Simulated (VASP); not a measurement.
Input of a VASP 6.6.1 run:

INCAR

```
SYSTEM = HfO2
PREC = Accurate
ENCUT = 520
EDIFF = 1E-6
ISMEAR = -1
SIGMA = 0.02
LREAL = .False.
LASPH = .True.
NELM = 60
ALGO = Normal
ISIF = 2
LWAVE = .False.
LCHARG = .False.
GGA = PE
IBRION = 2
NSW = 80
EDIFFG = -0.02
```

File KPOINTS:

```
Automatic mesh
0
Gamma
  10 10 10
  0 0 0
```

POSCAR

```
HfO2
1.0
    0.0000000000      2.5911551753      2.5911551753
    2.5911551753      0.0000000000      2.5911551753
    2.5911551753      2.5911551753      0.0000000000
Hf O
1 2
Direct
    0.0000000000      0.0000000000      0.0000000000
    0.2500000000      0.2500000000      0.2500000000
    0.7500000000      0.7500000000      0.7500000000
```

Potentials or basis: VASP PAW PBE potentials, release 64 (Hf_pv, O).

The run is started by

```bash
$ cat potpaw_PBE.64/Hf_pv/POTCAR potpaw_PBE.64/O/POTCAR > POTCAR
$ mpirun -np 1 vasp_std > vasp.out
```

(1) What does it give for the band gap on the k mesh?

## Answers

(1) 3.62 eV.

Caveat: the relaxation stopped at its first step, so nothing moved; spin-orbit coupling is left out, which moves the levels of the heavy elements.
